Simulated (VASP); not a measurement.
# HfB (Fm-3m) in VASP: notebook

HfB is run at these levels: LDA, PBE; tasks: single point.

All numbers are computed with VASP 6.6.1; they aren't measurements. Logs are shortened: lines on timing, memory, paths and dates and some standing lists are left out, and cuts for length are marked.

### Step 1. The cell of the first run

The structure is cubic, space group Fm-3m (No. 225). Conventional cell: a = 4.620 Å, b = 4.620 Å, c = 4.620 Å, α = 90.00°, β = 90.00°, γ = 90.00°. Within 3.1 Å of Hf (site symmetry m-3m) lie 6 B at 2.31 Å. Within 3.1 Å of B (site symmetry m-3m) lie 6 Hf at 2.31 Å.

### Step 2. Single point, LDA, collinear spin, ferromagnetic start

The input, INCAR:

```
SYSTEM = HfB
PREC = Accurate
ENCUT = 520
EDIFF = 1E-6
ISMEAR = 0
SIGMA = 0.1
LREAL = .False.
LASPH = .True.
NELM = 150
ALGO = Normal
ISIF = 2
LWAVE = .False.
LCHARG = .False.
ISPIN = 2
MAGMOM = 5 0
LORBIT = 11
LMAXMIX = 4
NBANDS = 18
```

The input, KPOINTS:

```
Automatic mesh
0
Gamma
  6 6 6
  0 0 0
```

The input, POSCAR:

```
HfB
1.0
    0.0000000000      2.3100000000      2.3100000000
    2.3100000000      0.0000000000      2.3100000000
    2.3100000000      2.3100000000      0.0000000000
Hf B
1 1
Direct
    1.1320000000      0.8120000000      1.1860000000
    0.6320000000      0.3120000000      0.6860000000
```

Potentials or basis: VASP PAW LDA potentials, release 64 (Hf_pv, B).

Run with:

```bash
$ cat potpaw_LDA.64/Hf_pv/POTCAR potpaw_LDA.64/B/POTCAR > POTCAR
$ mpirun -np 1 vasp_std > vasp.out
```

OUTCAR:

```text
SYSTEM = HfB
   PREC = Accurate
   ENCUT = 520
   EDIFF = 1E-6
   ISMEAR = 0
   LREAL = .False.
   LASPH = .True.
   NELM = 150
   ISIF = 2
   ISPIN = 2
   LORBIT = 11

 ion  position               nearest neighbor table
   1  0.132  0.812  0.186-   2 2.31   2 2.31   2 2.31   2 2.31   2 2.31   2 2.31
   2  0.632  0.312  0.686-   1 2.31   1 2.31   1 2.31   1 2.31   1 2.31   1 2.31

  LATTYP: Found a face centered cubic cell.
 ALAT       =     4.6200000000

  Lattice vectors:

 A1 = (   0.0000000000,   2.3100000000,   2.3100000000)
 A2 = (   2.3100000000,   0.0000000000,   2.3100000000)
 A3 = (   2.3100000000,   2.3100000000,   0.0000000000)

Analysis of symmetry for initial positions (statically):
=====================================================================
 Subroutine PRICEL returns:
 Original cell was already a primitive cell.

 Routine SETGRP: Setting up the symmetry group for a
 face centered cubic supercell.

 Subroutine GETGRP returns: Found 48 space group operations
 (whereof  1 operations were pure point group operations)
 out of a pool of 48 trial point group operations.

The static configuration has the point symmetry C_1 .
 The point group associated with its full space group is O_h .

Analysis of symmetry for dynamics (positions and initial velocities):
=====================================================================
 Subroutine PRICEL returns:
 Original cell was already a primitive cell.

 Routine SETGRP: Setting up the symmetry group for a
 face centered cubic supercell.

 Subroutine GETGRP returns: Found 48 space group operations
 (whereof  1 operations were pure point group operations)
 out of a pool of 48 trial point group operations.

The dynamic configuration has the point symmetry C_1 .
 The point group associated with its full space group is O_h .

Analysis of structural, dynamic, and magnetic symmetry:
=====================================================================
 Subroutine PRICEL returns:
 Original cell was already a primitive cell.

 Routine SETGRP: Setting up the symmetry group for a
 face centered cubic supercell.

 Subroutine GETGRP returns: Found 48 space group operations
 (whereof  1 operations were pure point group operations)
 out of a pool of 48 trial point group operations.

The overall configuration has the point symmetry C_1 .
 The point group associated with its full space group is O_h .

[... 112 lines left out ...]
  Thomas-Fermi vector in A             =   2.452285
   LORBIT       =     11    0 simple, 1 ext, 2 COOP (PROOUT), +10 PAW based schemes
   GGA     = CA    functional components
   LHFCALC =     F    Hartree Fock is set to
   AEXX    =    0.0000 exact exchange contribution
   IVDW    =     0    specifies the selected vdW correction
   LEPSILON=     F    determine dielectric tensor
   LRPA    =     F    only Hartree local field effects (RPA)
 spin polarized calculation
 Gauss-broadening in eV      SIGMA  =   0.10
  energy-cutoff  :      520.00
  volume of cell :       24.65
 maximum number of plane-waves:       680
   NGX = 13   NGY = 13   NGZ = 13

 number of electron      13.0000000 magnetization       0.0002087

 number of electron      13.0000000 magnetization      -0.0003234

 Free energy of the ion-electron system (eV)
  ---------------------------------------------------
  ext. energy  EPLUGINS =         0.00000000
  ---------------------------------------------------
  free energy    TOTEN  =       -18.89352898 eV

  energy without entropy =      -18.88540152  energy(sigma->0) =      -18.88946525

 E-fermi :   4.8790     XC(G=0): -12.4539

 val. band max:        4.8687127259   @ k =   0.5000   0.3333   0.1667
 cond. band min:       5.3604870270   @ k =   0.1667   0.0000   0.0000
 fundamental gap:      0.4917743011
 Fermi energy:         4.8790129044

 spin component 1

 k-point     1 :       0.0000    0.0000    0.0000
  band No.  band energies     occupation
      1     -23.0799      1.00000
      2     -23.0799      1.00000
      3     -23.0799      1.00000
      4      -4.3443      1.00000
      5       7.2065      0.00000
      6       7.2065      0.00000
[... 312 lines left out ...]
      4      -0.7837      1.00000
      5       3.7828      1.00000
      6       4.0050      1.00000
[... 10 lines left out ...]
     17      25.3685      0.00000
     18      26.9457      0.00000
 Fermi energy:         4.8790129044

 spin component 2

 k-point     1 :       0.0000    0.0000    0.0000
  band No.  band energies     occupation
      1     -23.0794      1.00000
      2     -23.0794      1.00000
      3     -23.0794      1.00000
      4      -4.3445      1.00000
      5       7.2065      0.00000
      6       7.2065      0.00000
[... 313 lines left out ...]
      5       3.7827      1.00000
      6       4.0049      1.00000
[... 10 lines left out ...]
     17      25.3684      0.00000
     18      26.9455      0.00000

------------------------ aborting loop because EDIFF is reached ----------------------------------------

  FORCE on cell =-STRESS in cart. coord.  units (eV):
  Direction    XX          YY          ZZ          XY          YZ          ZX
  --------------------------------------------------------------------------------------
  -------------------------------------------------------------------------------------
  Total        3.0745075      3.0745075      3.0745075     -0.0000000     -0.0000000      0.0000000
  in kB      199.8113759    199.8113759    199.8113759     -0.0000000     -0.0000000      0.0000000
  external PRESSURE =     199.8113759 kB  Pullay stress =       0.0000000 kB

 VOLUME and BASIS-vectors are now :
 -----------------------------------------------------------------------------
  energy-cutoff  :      520.00
  volume of cell :       24.65
      direct lattice vectors                 reciprocal lattice vectors
     0.000000000  2.310000000  2.310000000    -0.216450216  0.216450216  0.216450216
     2.310000000  0.000000000  2.310000000     0.216450216 -0.216450216  0.216450216
     2.310000000  2.310000000  0.000000000     0.216450216  0.216450216 -0.216450216

 POSITION                                       TOTAL-FORCE (eV/Angst)
 -----------------------------------------------------------------------------------
      2.30538      0.73458      2.18064         0.000000      0.000000      0.000000
      2.30538      3.04458      2.18064         0.000000      0.000000      0.000000
 -----------------------------------------------------------------------------------
    total drift:                               -0.000001      0.000003      0.000004

  FREE ENERGIE OF THE ION-ELECTRON SYSTEM (eV)
  ---------------------------------------------------
  free  energy   TOTEN  =       -18.8935289771 eV

  energy  without entropy=      -18.8854015218  energy(sigma->0) =      -18.88946525

 total charge

# of ion       s       p       d       tot
------------------------------------------
    1        0.361   6.673   1.897   8.931
    2        0.791   1.151   0.000   1.942
--------------------------------------------------
tot          1.152   7.824   1.897  10.873

 magnetization (x)

# of ion       s       p       d       tot
------------------------------------------
    1       -0.000  -0.000  -0.000  -0.000
    2        0.000  -0.000   0.000  -0.000
--------------------------------------------------
tot         -0.000  -0.000  -0.000  -0.000
```

OSZICAR:

```text
N       E                     dE             d eps       ncg     rms          rms(c)
DAV:   1     0.288009644668E+02    0.28801E+02   -0.62141E+03  1152   0.664E+02
DAV:   2    -0.170444693178E+02   -0.45845E+02   -0.43588E+02  1458   0.174E+02
DAV:   3    -0.180720365843E+02   -0.10276E+01   -0.10179E+01  1360   0.182E+01
DAV:   4    -0.180743805391E+02   -0.23440E-02   -0.23434E-02  1360   0.103E+00
DAV:   5    -0.180743851941E+02   -0.46550E-05   -0.46547E-05  1262   0.441E-02    0.701E+01
DAV:   6    -0.189544535811E+02   -0.88007E+00   -0.21683E+00  1192   0.802E+00    0.442E+01
DAV:   7    -0.191369856140E+02   -0.18253E+00   -0.30845E-01  1240   0.336E+00    0.227E+01
DAV:   8    -0.189193328264E+02    0.21765E+00   -0.32498E-02  1198   0.110E+00    0.386E+00
DAV:   9    -0.188983944242E+02    0.20938E-01   -0.19533E-02  1226   0.852E-01    0.737E-01
DAV:  10    -0.188979293939E+02    0.46503E-03   -0.39508E-03  1210   0.461E-01    0.309E-01
DAV:  11    -0.188939718607E+02    0.39575E-02   -0.47201E-04  1236   0.178E-01    0.144E-01
DAV:  12    -0.188935421982E+02    0.42966E-03   -0.40572E-05  1236   0.544E-02    0.558E-02
DAV:  13    -0.188935292668E+02    0.12931E-04   -0.30396E-06  1224   0.144E-02    0.174E-02
DAV:  14    -0.188935289771E+02    0.28964E-06   -0.29327E-07   652   0.416E-03
   1 F= -.18893529E+02 E0= -.18889465E+02  d E =-.812746E-02  mag=    -0.0001
```

It took 21 s on 1 thread of AMD EPYC 7R43 (Zen 3), shared host; peak memory 0.1 GiB.

Results:

- Free energy: -18.8935 eV
- Pressure: 20.0 GPa
- Net moment: 0.00 μB per cell
- Valence electrons inside the program's atomic spheres: Hf 8.93; B 1.94

Caveat: the k points lie up to 0.39 Å⁻¹ apart; spin-orbit coupling is left out, which moves the levels of the heavy elements.

### Step 3. Single point, PBE

The input, INCAR:

```
PREC     = Accurate       # precision mode
ENCUT    = 500            # plane-wave cutoff, eV
EDIFF    = 1E-6           # SCF threshold, eV
ISMEAR   = 0              # smearing method
SIGMA    = 0.1            # smearing width, eV
LREAL    = False          # projectors in reciprocal space
LASPH    = True           # aspherical terms in the spheres
NELM     = 120            # most SCF steps
ALGO     = Normal         # electronic algorithm
ISIF     = 2              # what is computed and relaxed
LWAVE    = False          # write WAVECAR
LCHARG   = False          # write CHGCAR
GGA      = PE             # functional
NBANDS   = 14             # bands
GGA_COMPAT= False
```

The input, KPOINTS:

```
Automatic mesh
0
Gamma
  3 3 3
```

The input, POSCAR:

```
HfB
1.0
    0.0000000000      2.3100000000      2.3100000000
    2.3100000000      0.0000000000      2.3100000000
    2.3100000000      2.3100000000      0.0000000000
Hf B
1 1
Direct
    0.5000000000      0.5000000000      0.5000000000
    0.0000000000      0.0000000000      0.0000000000
```

Potentials or basis: VASP PAW PBE potentials, release 64 (Hf_pv, B).

Run with:

```bash
$ cat potpaw_PBE.64/Hf_pv/POTCAR potpaw_PBE.64/B/POTCAR > POTCAR
$ mpirun -np 1 vasp_std > vasp.out
```

OUTCAR:

```text
PREC = Accurate
   ENCUT = 500
   EDIFF = 1E-6
   ISMEAR = 0
   LREAL = False
   LASPH = True
   NELM = 120
   ISIF = 2
   GGA = PE

 ion  position               nearest neighbor table
   1  0.500  0.500  0.500-   2 2.31   2 2.31   2 2.31   2 2.31   2 2.31   2 2.31
   2  0.000  0.000  0.000-   1 2.31   1 2.31   1 2.31   1 2.31   1 2.31   1 2.31

  LATTYP: Found a face centered cubic cell.
 ALAT       =     4.6200000000

  Lattice vectors:

 A1 = (   0.0000000000,   2.3100000000,   2.3100000000)
 A2 = (   2.3100000000,   0.0000000000,   2.3100000000)
 A3 = (   2.3100000000,   2.3100000000,   0.0000000000)

Analysis of symmetry for initial positions (statically):
=====================================================================
 Subroutine PRICEL returns:
 Original cell was already a primitive cell.

 Routine SETGRP: Setting up the symmetry group for a
 face centered cubic supercell.

 Subroutine GETGRP returns: Found 48 space group operations
 (whereof 48 operations were pure point group operations)
 out of a pool of 48 trial point group operations.

The static configuration has the point symmetry O_h .

Analysis of symmetry for dynamics (positions and initial velocities):
[... 154 lines left out ...]
      8       9.0453      0.00000
      9       9.0453      0.00000
     10       9.0453      0.00000
     11       9.3738      0.00000
     12       9.3738      0.00000
     13      16.8045      0.00000
     14      18.1093      0.00000
[... 37 lines left out ...]
      1     -23.6170      2.00000
      2     -23.6030      2.00000
      3     -23.2835      2.00000
      4      -0.2505      2.00000
      5       2.1453      2.00000
      6       3.8539      2.00000
      7       4.7637      1.26894
      8       9.3648      0.00000
      9      11.3296      0.00000
     10      13.0482      0.00000
     11      14.8976      0.00000
     12      16.9844      0.00000
     13      19.6396      0.00000
     14      20.1972      0.00000

------------------------ aborting loop because EDIFF is reached ----------------------------------------

  FORCE on cell =-STRESS in cart. coord.  units (eV):
  Direction    XX          YY          ZZ          XY          YZ          ZX
  --------------------------------------------------------------------------------------
  -------------------------------------------------------------------------------------
  Total        4.4974745      4.4974745      4.4974745      0.0000000     -0.0000000     -0.0000000
  in kB      292.2895970    292.2895970    292.2895970      0.0000000     -0.0000000     -0.0000000
  external PRESSURE =     292.2895970 kB  Pullay stress =       0.0000000 kB

 VOLUME and BASIS-vectors are now :
 -----------------------------------------------------------------------------
  energy-cutoff  :      500.00
  volume of cell :       24.65
      direct lattice vectors                 reciprocal lattice vectors
     0.000000000  2.310000000  2.310000000    -0.216450216  0.216450216  0.216450216
     2.310000000  0.000000000  2.310000000     0.216450216 -0.216450216  0.216450216
     2.310000000  2.310000000  0.000000000     0.216450216  0.216450216 -0.216450216

 POSITION                                       TOTAL-FORCE (eV/Angst)
 -----------------------------------------------------------------------------------
      2.31000      2.31000      2.31000         0.000000      0.000000     -0.000000
      0.00000      0.00000      0.00000        -0.000000     -0.000000      0.000000
 -----------------------------------------------------------------------------------
    total drift:                                0.000000     -0.000000      0.000000

  FREE ENERGIE OF THE ION-ELECTRON SYSTEM (eV)
  ---------------------------------------------------
  free  energy   TOTEN  =       -17.1973840086 eV

  energy  without entropy=      -17.1722940962  energy(sigma->0) =      -17.18483905
```

OSZICAR:

```text
N       E                     dE             d eps       ncg     rms          rms(c)
DAV:   1     0.243974777310E+02    0.24397E+02   -0.69160E+03   112   0.867E+02
DAV:   2    -0.176393159121E+02   -0.42037E+02   -0.38640E+02   142   0.194E+02
DAV:   3    -0.189618767692E+02   -0.13226E+01   -0.13182E+01   130   0.235E+01
DAV:   4    -0.189660973777E+02   -0.42206E-02   -0.42204E-02   136   0.165E+00
DAV:   5    -0.189661161954E+02   -0.18818E-04   -0.18818E-04   124   0.104E-01    0.642E+01
DAV:   6    -0.172374658866E+02    0.17287E+01   -0.24183E+00   130   0.102E+01    0.408E+01
DAV:   7    -0.172168847982E+02    0.20581E-01   -0.50684E-01   136   0.471E+00    0.111E+01
DAV:   8    -0.171977713992E+02    0.19113E-01   -0.36943E-02   130   0.128E+00    0.112E+00
DAV:   9    -0.171974106303E+02    0.36077E-03   -0.39317E-03   130   0.441E-01    0.184E-01
DAV:  10    -0.171973865200E+02    0.24110E-04   -0.17777E-04   142   0.101E-01    0.334E-02
DAV:  11    -0.171973839621E+02    0.25579E-05   -0.90817E-06   142   0.230E-02    0.106E-02
DAV:  12    -0.171973840086E+02   -0.46500E-07   -0.44354E-07    62   0.464E-03
   1 F= -.17197384E+02 E0= -.17184839E+02  d E =-.250899E-01
```

stdout:

```text
POSCAR found type information on POSCAR HfB
 POSCAR found :  2 types and       2 ions
 scaLAPACK will be used
 LDA part: xc-table for (Slater+PW92), standard interpolation
 POSCAR, INCAR and KPOINTS ok, starting setup
 FFT: planning ... GRIDC
 FFT: planning ... GRID_SOFT
 FFT: planning ... GRID
 WAVECAR not read
 entering main loop
```

Run time: 2 s. Hardware: 1 thread of AMD EPYC 9R45 (Zen 5), shared host; peak memory 0.1 GiB.

Results:

```yaml
Free_energy: -17.1974 eV
Pressure: 29.2 GPa
```

Levels at points of the mesh, in eV from the Fermi level:
```tsv
k point	band 4	band 5	band 6	band 7	band 8	band 9
(0.00, 0.00, 0.00)	-9.25	2.56	2.56	2.56	4.26	4.26
```

Caveat: the k points lie up to 0.79 Å⁻¹ apart; spin-orbit coupling is left out, which moves the levels of the heavy elements.
